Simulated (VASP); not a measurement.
Input of a VASP 6.6.1 run:

INCAR

```
SYSTEM = GdO
PREC = Accurate
ENCUT = 520
EDIFF = 1E-6
ISMEAR = -1
SIGMA = 0.05
LREAL = .FALSE.
LASPH = .TRUE.
NELM = 150
ALGO = Normal
ISIF = 2
LWAVE = .FALSE.
LCHARG = .TRUE.
ISPIN = 2
MAGMOM = 7 0
LORBIT = 11
LMAXMIX = 6
GGA = PS
LELF = .TRUE.
LVHAR = .TRUE.
NBANDS = 23
```

The input KPOINTS:

```
Automatic mesh
0
G
  9 9 9
  0 0 0
```

File POSCAR:

```
GdO
1.0
    0.0000000000      2.5844770760      2.5844770760
    2.5844770760      0.0000000000      2.5844770760
    2.5844770760      2.5844770760      0.0000000000
Gd O
1 1
Direct
    0.0000000000      0.0000000000      0.0000000000
    0.2500000000      0.2500000000      0.2500000000
```

Potentials or basis: VASP PAW PBE potentials, release 64 (Gd, O).

The run is started by

```sh
$ cat potpaw_PBE.64/Gd/POTCAR potpaw_PBE.64/O/POTCAR > POTCAR
$ mpirun -np 1 vasp_std > vasp.out
```

Task: What does it give for the net moment?

Result: 7.47 μB per cell.

Task: Estimate the site moments.

Result: Gd +6.86; O -0.04 μB.

Caveat: a cell with one magnetic atom can't hold antiferromagnetic order, which such compounds often take. The state reached can hang on the start; a lower one may exist.
